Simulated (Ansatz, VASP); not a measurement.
**Two plane-wave programs on Ir**

INCAR

```
  PREC = Accurate
  ENCUT = 560
  EDIFF = 1E-6
  ISMEAR = -1
  SIGMA = 0.05
  LREAL = F
  LASPH = T
  NELM = 120
  ALGO = Normal
  ISIF = 2
  LWAVE = F
  LCHARG = T
  GGA = CA
  LELF = T
  LVHAR = T
  NBANDS = 14
  GGA_COMPAT = F
```

File KPOINTS:

```
Automatic mesh
0
Gamma
  13 13 13
```

Contents of POSCAR:

```
Ir
1.0
    0.0000000000      1.9156000000      1.9156000000
    1.9156000000      0.0000000000      1.9156000000
    1.9156000000      1.9156000000      0.0000000000
Ir
1
Direct
    0.0000000000      0.0000000000      0.0000000000
```

Input for Ansatz:

```yaml
crystal:
  lattice:
    - [0.0, 1.9156, 1.9156]
    - [1.9156, 0.0, 1.9156]
    - [1.9156, 1.9156, 0.0]
  atoms:
    - { symbol: Ir, position: [0.0, 0.0, 0.0] }
basis:
  ecutwfc: 571.4391111657479
kpoints:
  mp_grid:
    grid: [13, 13, 13]
hamiltonian:
  xc: lda
scf:
  occupations:
    method: fermi_dirac
    width: 0.05
output:
  stress: true
```

Alike in both runs: task single point; functional LDA; k mesh 13 × 13 × 13; occupations fermi-dirac, width 0.05 eV; no spin polarisation.

|  | VASP | Ansatz |
| --- | --- | --- |
| version | VASP 6.6.1 | Ansatz 0.2.0 |
| potentials or method | VASP PAW LDA potentials, release 64 (Ir_sv_GW), cutoff 560 eV | plane waves, PAW |
| valence electrons in the cell | 17 | 17 |

Ansatz gave:

| Quantity | Value |
| --- | --- |
| pressure (GPa) | -5.9 |

**Question.** Which values does VASP return?

**Answer.** Pressure (GPa): -6.3.

LDA's correlation is that of Perdew and Zunger in VASP and of Perdew and Wang (1992) in Ansatz.

Spin-orbit coupling is off throughout.
